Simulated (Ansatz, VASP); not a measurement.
**KF: VASP beside Ansatz**

INCAR

```
SYSTEM = KF
  PREC = Accurate
  ENCUT = 520
  EDIFF = 1E-6
  ISMEAR = -1
  SIGMA = 0.01
  LREAL = .False.
  LASPH = .True.
  NELM = 100
  ALGO = Normal
  ISIF = 2
  LWAVE = .False.
  LCHARG = .False.
  GGA = PS
  NBANDS = 15
```

KPOINTS

```
Automatic mesh
0
Gamma
  9 9 9
  0 0 0
```

Contents of POSCAR:

```
KF
1.0
   -0.0534700000      2.6467650000      2.6467650000
    2.6467650000     -0.0534700000      2.6467650000
    2.6467650000      2.6467650000     -0.0534700000
K F
1 1
Direct
    0.0000000000      0.0000000000      0.0000000000
    0.5000000000      0.5000000000      0.5000000000
```

Input for Ansatz:

```yaml
crystal:
  lattice:
    - [-0.05347, 2.646765, 2.646765]
    - [2.646765, -0.05347, 2.646765]
    - [2.646765, 2.646765, -0.05347]
  atoms:
    - { symbol: K, position: [0.0, 0.0, 0.0] }
    - { symbol: F, position: [0.5, 0.5, 0.5] }
kpoints:
  mp_grid: { grid: [9, 9, 9] }
  band_path:
    path:
      - [0.0, 0.0, 0.0]
      - [0.5, 0.5, 0.5]
      - [0.2551801333, 0.5, 0.7448198667]
      - [-0.2551801333, 0.2551801333, 0.5]
      - [0.0, 0.0, 0.5]
      - [0.0, 0.0, 0.0]
      - [-0.3775900666, 0.0, 0.3775900666]
      - [0.0, 0.3775900666, 0.6224099334]
      - [0.0, 0.5, 0.5]
    npoints: 5
scf:
  occupations: { method: fermi_dirac, width: 0.01 }
hamiltonian:
  xc: pbesol
  pseudopotentials: { kind: all_electron, lapw: { basis_error: 0.001 } }
output:
  forces: true
  stress: true
  eigenvalues: true
```

Change from the starting cell: equal xy, yz and zx shear strains of -2 %.

Alike in both runs: task single point; functional PBEsol; k mesh 9 × 9 × 9; occupations fermi-dirac, width 0.01 eV; no spin polarisation.

```csv
,VASP,Ansatz
version,VASP 6.6.1,Ansatz 0.2.0
potentials or method,"VASP PAW PBE potentials, release 64 (K_sv, F), cutoff 520 eV","all-electron LAPW, scalar-relativistic"
```

VASP gave:

- gap on the k mesh at the Fermi level (eV): 6.00
- pressure (GPa): -0.7
- traceless stress, the component that is largest in VASP (GPa): 0.26

Task: Which values does Ansatz return?

Result: gap on the k mesh at the Fermi level (eV): 6.01; pressure (GPa): -0.7; traceless stress, the component that is largest in VASP (GPa): 0.26.

VASP's potentials were made for PBE, not for PBEsol. Ansatz ran all-electron here, and VASP with PAW potentials.
